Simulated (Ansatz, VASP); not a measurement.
## AlN: VASP beside Ansatz

```xyz
4
Lattice="3.3807 0.0000 0.0000 -1.6903 2.9277 0.0000 0.0000 0.0000 5.2187" Properties=species:S:1:pos:R:3 pbc="T T T"
Al    0.0000    1.9518    0.0090
Al    1.6903    0.9759    2.6184
N     0.0000    1.9518    2.0002
N     1.6903    0.9759    4.6095
```

Change from the starting cell: strain +0.080 along x and y, +0.040 along z, atoms carried along.

Alike in both runs: task single point; functional PBE; k mesh 12 × 12 × 6; occupations gaussian, width 0.05 eV; no spin polarisation.

```csv
,VASP,Ansatz
version,VASP 6.6.1,Ansatz 0.2.0
potentials or method,"VASP PAW PBE potentials, release 64 (Al, N), cutoff 520 eV","scalar-relativistic, plane waves, PAW"
valence electrons in the cell,16,16
```

VASP gave:

| Item | Value |
| --- | --- |
| gap on the k mesh at the Fermi level (eV) | 2.40 |
| least direct gap on the mesh (eV) | 2.40 |
| pressure (GPa) | -25.5 |
| traceless stress, the component that is largest in VASP (GPa) | 6.46 |
| rms of the force components (eV/Å) | 0.026 |

Task: What did Ansatz give for the same quantities?

Result: gap on the k mesh at the Fermi level (eV): 2.40; least direct gap on the mesh (eV): 2.40; pressure (GPa): -25.4; traceless stress, the component that is largest in VASP (GPa): 6.42; rms of the force components (eV/Å): 0.026.

Atom by atom the forces differ by 0.001 eV/Å (rms over components).
